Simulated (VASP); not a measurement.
Here is a VASP 6.6.1 calculation.

Contents of INCAR:

```
SYSTEM = SiC
ALGO = Normal
EDIFF = 1E-6
ENCUT = 600
GGA = PE
GGA_COMPAT = .False.
ISIF = 2
ISMEAR = -5
LASPH = .True.
LCHARG = .False.
LREAL = .False.
LWAVE = .False.
NBANDS = 11
NELM = 120
PREC = Accurate
SIGMA = 0.02
```

File KPOINTS:

```
k-points
0
Gamma
  10 10 10
  0 0 0
```

POSCAR

```
SiC
1.0
    0.0000000000      2.1898591536      2.1898591536
    2.1898591536      0.0000000000      2.1898591536
    2.1898591536      2.1898591536      0.0000000000
Si C
1 1
Direct
    0.5000000000      0.5000000000      0.5000000000
    0.2500000000      0.2500000000      0.2500000000
```

Potentials or basis: VASP PAW PBE potentials, release 64 (Si, C).

Command:

```sh
$ cat potpaw_PBE.64/Si/POTCAR potpaw_PBE.64/C/POTCAR > POTCAR
$ mpirun -np 1 vasp_std > vasp.out
```

(1) Estimate the pressure.

(2) What does it give for the band gap on the k mesh?

Results:

(1) -0.2 GPa.

(2) 1.37 eV (least direct gap 4.53 eV).
